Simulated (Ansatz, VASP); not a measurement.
**AlNi3: VASP beside Ansatz**

File INCAR:

```
SYSTEM = AlNi3
PREC = Accurate
ENCUT = 520
EDIFF = 1E-6
ISMEAR = -1
SIGMA = 0.05
LREAL = .FALSE.
LASPH = .TRUE.
NELM = 150
ALGO = Fast
ISIF = 2
LWAVE = .FALSE.
LCHARG = .TRUE.
ISPIN = 2
MAGMOM = 1 1 1 0
LORBIT = 11
LMAXMIX = 4
GGA = CA
LELF = .TRUE.
LVHAR = .TRUE.
NBANDS = 28
```

File KPOINTS:

```
Automatic mesh
0
G
  8 8 8
  0 0 0
```

Contents of POSCAR:

```
AlNi3
1.0
    0.0000000000      2.8018887551      2.8018887551
    2.8018887551      0.0000000000      2.8018887551
    2.8018887551      2.8018887551      0.0000000000
Ni Al
3 1
Direct
    0.7500000000      0.7500000000      0.7500000000
    0.0000000000      0.0000000000      0.0000000000
    0.2500000000      0.2500000000      0.2500000000
    0.5000000000      0.5000000000      0.5000000000
```

input.yaml

```yaml
crystal:
  lattice:
    - [0.0, 2.8018887551, 2.8018887551]
    - [2.8018887551, 0.0, 2.8018887551]
    - [2.8018887551, 2.8018887551, 0.0]
  atoms:
    - { symbol: Ni, position: [0.75, 0.75, 0.75], spin: 1.0 }
    - { symbol: Ni, position: [0.0, 0.0, 0.0], spin: 1.0 }
    - { symbol: Ni, position: [0.25, 0.25, 0.25], spin: 1.0 }
    - { symbol: Al, position: [0.5, 0.5, 0.5] }
kpoints:
  mp_grid: { grid: [8, 8, 8] }
  band_path:
    path:
      - [0.0, 0.0, 0.0]
      - [0.5, 0.0, 0.5]
      - [0.5, 0.25, 0.75]
      - [0.375, 0.375, 0.75]
      - [0.0, 0.0, 0.0]
      - [0.5, 0.5, 0.5]
      - [0.625, 0.25, 0.625]
      - [0.5, 0.25, 0.75]
    npoints: 8
scf:
  occupations: { method: fermi_dirac, width: 0.05 }
hamiltonian:
  xc: lda
  pseudopotentials: { kind: all_electron, lapw: { basis_error: 0.002 } }
magnetization:
  spin_polarized: true
output:
  forces: true
  stress: true
  eigenvalues: true
```

Alike in both runs: functional LDA; k mesh 8 × 8 × 8; occupations fermi-dirac, width 0.05 eV; collinear spin.

|  | VASP | Ansatz |
| --- | --- | --- |
| version | VASP 6.6.1 | Ansatz 0.2.0 |
| potentials or method | VASP PAW LDA potentials, release 64 (Ni, Al), cutoff 520 eV | all-electron LAPW, scalar-relativistic |
| task | single point | band structure |

```tsv
	VASP	Ansatz	Ansatz less VASP
gap on the k mesh at the Fermi level (eV)	none	none	-
pressure (GPa)	-7.2	-7.4	-0.28
net moment per atom (μB)	0.00	0.00	0.000
```

LDA's correlation is that of Perdew and Zunger in VASP and of Perdew and Wang (1992) in Ansatz. A gap of «none» marks a metal or a gap that the smearing closes. Ansatz ran all-electron here, and VASP with PAW potentials.
